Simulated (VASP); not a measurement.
# Hg (Im-3m) in VASP: notebook

The runs below take Hg through single point, with PBE.

Program: VASP 6.6.1. These are calculated values, not measurements. Logs are shortened: lines on timing, memory, paths and dates and some standing lists are left out, and cuts for length are marked.

**1. The cell of the first run**

Symmetry: Im-3m, No. 229, cubic system. The conventional cell has a = 3.712 Å, b = 3.712 Å, c = 3.712 Å, α = 90.00°, β = 90.00°, γ = 90.00°. Hg (site symmetry m-3m) has 14 Hg at 3.22 to 3.71 Å within 4.2 Å.

**2. Single point, PBE (25.58 Å³/atom)**

INCAR

```
SYSTEM = Hg
PREC = Accurate ; ENCUT = 520
EDIFF = 1E-6 ; ISMEAR = -1
SIGMA = 0.1 ; LREAL = .False.
LASPH = .True. ; NELM = 60
ALGO = Normal ; ISIF = 2
LWAVE = .False. ; LCHARG = .True.
GGA = PE ; LELF = .True.
LVHAR = .True. ; NBANDS = 12
```

KPOINTS

```
regular mesh
0
Gamma
  19 19 19
  0 0 0
```

POSCAR

```
Hg
1.0
   -1.8561960713      1.8561960713      1.8561960713
    1.8561960713     -1.8561960713      1.8561960713
    1.8561960713      1.8561960713     -1.8561960713
Hg
1
Direct
    0.0000000000      0.0000000000      0.0000000000
```

Potentials or basis: VASP PAW PBE potentials, release 64 (Hg).

Started as:

```bash
$ cat potpaw_PBE.64/Hg/POTCAR > POTCAR
$ mpirun -np 1 vasp_std > vasp.out
```

OUTCAR:

```text
SYSTEM = Hg
   PREC = Accurate
   ENCUT = 520
   EDIFF = 1E-6
   ISMEAR = -1
   LREAL = .False.
   LASPH = .True.
   NELM = 60
   ISIF = 2
   GGA = PE

 ion  position               nearest neighbor table
   1  0.000  0.000  0.000-

  LATTYP: Found a body centered cubic cell.
 ALAT       =     3.7123921426

  Lattice vectors:

 A1 = (  -1.8561960713,   1.8561960713,   1.8561960713)
 A2 = (   1.8561960713,  -1.8561960713,   1.8561960713)
 A3 = (   1.8561960713,   1.8561960713,  -1.8561960713)

Analysis of symmetry for initial positions (statically):
=====================================================================
 Subroutine PRICEL returns:
 Original cell was already a primitive cell.

 Routine SETGRP: Setting up the symmetry group for a
 body centered cubic supercell.

 Subroutine GETGRP returns: Found 48 space group operations
 (whereof 48 operations were pure point group operations)
 out of a pool of 48 trial point group operations.

The static configuration has the point symmetry O_h .

Analysis of symmetry for dynamics (positions and initial velocities):
=====================================================================
 Subroutine PRICEL returns:
 Original cell was already a primitive cell.

 Routine SETGRP: Setting up the symmetry group for a
 body centered cubic supercell.

 Subroutine GETGRP returns: Found 48 space group operations
 (whereof 48 operations were pure point group operations)
 out of a pool of 48 trial point group operations.

The dynamic configuration has the point symmetry O_h .

 Subroutine INISYM returns: Found 48 space group operations
 (whereof 48 operations are pure point group operations),
 and found     1 'primitive' translations

----------------------------------------------------------------------------------------

                                     Primitive cell

  volume of cell :      25.5818

  direct lattice vectors                    reciprocal lattice vectors
    -1.856196071  1.856196071  1.856196071     0.000000000  0.269368095  0.269368095
     1.856196071 -1.856196071  1.856196071     0.269368095  0.000000000  0.269368095
     1.856196071  1.856196071 -1.856196071     0.269368095  0.269368095  0.000000000

  length of vectors
     3.215025904  3.215025904  3.215025904     0.380944013  0.380944013  0.380944013

  position of ions in fractional coordinates (direct lattice)
     0.000000000  0.000000000  0.000000000

  ion indices of the primitive-cell ions
   primitive index   ion index
                 1           1

----------------------------------------------------------------------------------------

 KPOINTS: regular mesh

Automatic generation of k-mesh.
 Grid dimensions read from file:
 generate k-points for:   19   19   19

 Generating k-lattice:

  Cartesian coordinates                     Fractional coordinates (reciprocal lattice)
     0.000000000  0.014177268  0.014177268     0.052631579  0.000000000  0.000000000
     0.014177268  0.000000000  0.014177268     0.000000000  0.052631579  0.000000000
     0.014177268  0.014177268  0.000000000     0.000000000  0.000000000  0.052631579

  Length of vectors
     0.020049685  0.020049685  0.020049685

  Shift w.r.t. Gamma in fractional coordinates (k-lattice)
     0.000000000  0.000000000  0.000000000

 Subroutine IBZKPT returns following result:
 ===========================================

 Found    220 irreducible k-points:

 Following reciprocal coordinates:
            Coordinates               Weight
  0.000000  0.000000  0.000000      1.000000
  0.052632  0.000000  0.000000     12.000000
  0.105263  0.000000  0.000000     12.000000
  0.157895  0.000000  0.000000     12.000000
  0.210526  0.000000  0.000000     12.000000
  0.263158  0.000000  0.000000     12.000000
[... 16 lines left out ...]
  0.263158  0.105263  0.000000     48.000000
  0.315789  0.105263  0.000000     48.000000
 [... further k-points ...]
   k-points           NKPTS =    220   k-points in BZ     NKDIM =    220   number of bands    NBANDS=     12
   number of dos      NEDOS =    301   number of ions     NIONS =      1
   total plane-waves  NPLWV =  13824
   dimension x,y,z NGX =    24 NGY =   24 NGZ =   24
   dimension x,y,z NGXF=    48 NGYF=   48 NGZF=   48
   ions per type =               1
   NGX,Y,Z   is equivalent  to a cutoff of  12.41, 12.41, 12.41 a.u.
   NGXF,Y,Z  is equivalent  to a cutoff of  24.82, 24.82, 24.82 a.u.
 SYSTEM =  Hg
   PREC   = accura    normal or accurate (medium, high low for compatibility)
   ISTART =      0    job   : 0-new  1-cont  2-samecut
   ICHARG =      2    charge: 1-file 2-atom 10-const
   ISPIN  =      1    spin polarized calculation?
   LNONCOLLINEAR =      F non collinear calculations
   LSORBIT =      F    spin-orbit coupling
   LASPH  =      T    aspherical Exc in radial PAW
   ENCUT  =  520.0 eV  38.22 Ry    6.18 a.u.   5.98  5.98  5.98*2*pi/ulx,y,z
   NELM   =     60;   NELMIN=  2; NELMDL= -5     # of ELM steps
   EDIFF  = 0.1E-05   stopping-criterion for ELM
   LREAL  =      F    real-space projection
   EDIFFG = 0.1E-04   stopping-criterion for IOM
   NSW    =      0    number of steps for IOM
   IBRION =     -1    ionic relax: 0-MD 1-quasi-New 2-CG
   NFREE  =      0    steps in history (QN), initial steepest desc. (CG)
   ISIF   =      2    stress and relaxation
   ISYM   =      2    0-nonsym 1-usesym 2-fastsym
   POTIM  = 0.5000    time-step for ionic-motion
   TEBEG  =    0.0;   TEEND  =   0.0 temperature during run
   PSTRESS=    0.0 pullay stress
   NELECT =      12.0000    total number of electrons
   NUPDOWN=      -1.0000    fix difference up-down
   EMIN   =  10.00;   EMAX   =-10.00  energy-range for DOS
   EFERMI =   0.00;   METHOD = LEGACY
   ISMEAR =    -1;   SIGMA  =   0.10  broadening in eV -4-tet -1-fermi 0-gaus
   EFERMI_NEDOS =   21; number of points for ismear=-14 and -15
   IALGO  =     38    algorithm
   IMIX   =      4    mixing-type and parameters
     AMIX     =   0.40;   BMIX     =  1.00
     AMIX_MAG =   1.60;   BMIX_MAG =  1.00
  volume/ion in A,a.u.               =      25.58       172.63
  Fermi-wavevector in a.u.,A,eV,Ry     =   1.272013  2.403755 22.014444  1.618016
  Thomas-Fermi vector in A             =   2.404914
   LORBIT       =      0    0 simple, 1 ext, 2 COOP (PROOUT), +10 PAW based schemes
   GGA     = PE    functional components
   LHFCALC =     F    Hartree Fock is set to
   AEXX    =    0.0000 exact exchange contribution
   IVDW    =     0    specifies the selected vdW correction
   LEPSILON=     F    determine dielectric tensor
   LRPA    =     F    only Hartree local field effects (RPA)
 non-spin polarized calculation
  energy-cutoff  :      520.00
  volume of cell :       25.58
 maximum number of plane-waves:       704
   NGX = 11   NGY = 11   NGZ = 11

 number of electron      12.0000004 magnetization

 Free energy of the ion-electron system (eV)
  ---------------------------------------------------
  ext. energy  EPLUGINS =         0.00000000
  ---------------------------------------------------
  free energy    TOTEN  =        -0.15761442 eV

  energy without entropy =       -0.15025430  energy(sigma->0) =       -0.15393436

 E-fermi :   2.0312     XC(G=0): -10.4190

 val. band max:        2.0215690730   @ k =  -0.4211  -0.4737   0.2632
 cond. band min:       2.1777502041   @ k =  -0.4211  -0.4737   0.0526
 fundamental gap:      0.1561811311
 Fermi energy:         2.0311983691

 k-point     1 :       0.0000    0.0000    0.0000
  band No.  band energies     occupation
      1      -6.2694      2.00000
      2      -4.7251      2.00000
      3      -4.7251      2.00000
      4      -4.7251      2.00000
      5      -3.9587      2.00000
      6      -3.9587      2.00000
      7      17.0613      0.00000
      8      17.0613      0.00000
      9      17.0613      0.00000
     10      17.3576      0.00000
     11      17.3576      0.00000
     12      17.3576      0.00000

 k-point     2 :       0.0526    0.0000    0.0000
  band No.  band energies     occupation
      1      -6.1991      2.00000
      2      -4.7360      2.00000
      3      -4.7202      2.00000
      4      -4.6941      2.00000
      5      -3.9706      2.00000
      6      -3.9582      2.00000
      7      16.3341      0.00000
      8      16.8597      0.00000
      9      17.0521      0.00000
     10      17.0595      0.00000
     11      17.0614      0.00000
     12      17.2759      0.00000

 k-point     3 :       0.1053    0.0000    0.0000
  band No.  band energies     occupation
      1      -5.9956      2.00000
      2      -4.7674      2.00000
      3      -4.7010      2.00000
      4      -4.6032      2.00000
      5      -4.0011      2.00000
      6      -3.9567      2.00000
      7      14.5007      0.00000
      8      16.0933      0.00000
      9      16.2997      0.00000
     10      16.8435      0.00000
     11      17.0546      0.00000
     12      17.5094      0.00000
[... 286 lines left out ...]
 k-point    23 :       0.2632    0.1053    0.0000
  band No.  band energies     occupation
      1      -5.1881      2.00000
      2      -4.9506      2.00000
      3      -4.1525      2.00000
      4      -4.0762      2.00000
      5      -3.8985      2.00000
      6      -2.7840      2.00000
      7       6.6858      0.00000
      8      10.8404      0.00000
      9      12.7660      0.00000
     10      16.9443      0.00000
     11      18.6705      0.00000
     12      19.3542      0.00000

 k-point    24 :       0.3158    0.1053    0.0000
  band No.  band energies     occupation
      1      -5.2429      2.00000
      2      -5.0037      2.00000
      3      -4.0822      2.00000
      4      -3.9928      2.00000
      5      -3.7785      2.00000
      6      -1.8815      2.00000
      7       4.9677      0.00000
      8      10.3003      0.00000
      9      12.2928      0.00000
     10      16.8769      0.00000
     11      18.5959      0.00000
     12      20.0505      0.00000

 [... further k-points ...]
[... 5 lines left out ...]
  --------------------------------------------------------------------------------------
  -------------------------------------------------------------------------------------
  Total        0.4088777      0.4088777      0.4088777     -0.0000000     -0.0000000      0.0000000
  in kB       25.6078147     25.6078147     25.6078147     -0.0000000     -0.0000000      0.0000000
  external PRESSURE =      25.6078147 kB  Pullay stress =       0.0000000 kB

 VOLUME and BASIS-vectors are now :
 -----------------------------------------------------------------------------
  energy-cutoff  :      520.00
  volume of cell :       25.58
      direct lattice vectors                 reciprocal lattice vectors
    -1.856196071  1.856196071  1.856196071     0.000000000  0.269368095  0.269368095
     1.856196071 -1.856196071  1.856196071     0.269368095  0.000000000  0.269368095
     1.856196071  1.856196071 -1.856196071     0.269368095  0.269368095  0.000000000

 POSITION                                       TOTAL-FORCE (eV/Angst)
 -----------------------------------------------------------------------------------
      0.00000      0.00000      0.00000         0.000000     -0.000000      0.000000
 -----------------------------------------------------------------------------------
    total drift:                                0.000000      0.000000     -0.000000

  FREE ENERGIE OF THE ION-ELECTRON SYSTEM (eV)
  ---------------------------------------------------
  free  energy   TOTEN  =        -0.1576144203 eV

  energy  without entropy=       -0.1502542970  energy(sigma->0) =       -0.15393436
```

It took 32 s on 1 thread of Intel Xeon Platinum 8259CL at 2.50GHz (Skylake/Cascade Lake), shared host; peak memory 0.19 GiB.

Results:

| Item | Value |
| --- | --- |
| Free energy | -0.1576 eV |
| Pressure | 2.6 GPa |
| Band gap on the k mesh | zero (bands 6 and 7 overlap by 3.17 eV) |

Caveat: spin-orbit coupling is left out, which moves the levels of the heavy elements.

**3. Single point, PBE (26.74 Å³/atom)**

This run uses another cell than the first one, of 26.74 Å³/atom.

INCAR

```
PREC = Accurate
ENCUT = 520
EDIFF = 1E-7
ISMEAR = -1
SIGMA = 0.1
LREAL = False
LASPH = True
NELM = 80
ALGO = Normal
ISIF = 2
LWAVE = False
LCHARG = True
GGA = PE
LELF = True
LVHAR = True
NBANDS = 12
```

KPOINTS

```
Automatic mesh
0
Gamma
  19 19 19
```

POSCAR

```
Hg
1.0
   -1.8839045754      1.8839045754      1.8839045754
    1.8839045754     -1.8839045754      1.8839045754
    1.8839045754      1.8839045754     -1.8839045754
Hg
1
Direct
    0.0000000000      0.0000000000      0.0000000000
```

Potentials or basis: VASP PAW PBE potentials, release 64 (Hg).

Started as:

```bash
$ cat potpaw_PBE.64/Hg/POTCAR > POTCAR
$ mpirun -np 1 vasp_std > vasp.out
```

Wall time 34 s (1 thread of Intel Xeon Platinum 8259CL at 2.50GHz (Skylake/Cascade Lake), shared host); peak memory 0.19 GiB.

Results (log left out):

```yaml
Free_energy: -0.1726 eV
Pressure: 1.4 GPa
Band_gap_on_the_k_mesh: zero (bands 6 and 7 overlap by 2.78 eV)
```

Levels at points of the mesh, in eV from the Fermi level:
| k point | band 3 | band 4 | band 5 | band 6 | band 7 | band 8 | band 9 | band 10 |
| --- | --- | --- | --- | --- | --- | --- | --- | --- |
| (0.00, 0.00, 0.00) | -6.63 | -6.63 | -5.93 | -5.93 | 14.75 | 14.75 | 14.75 | 14.87 |

Caveat: spin-orbit coupling is left out, which moves the levels of the heavy elements.

(Continued in part 2 of 2.)
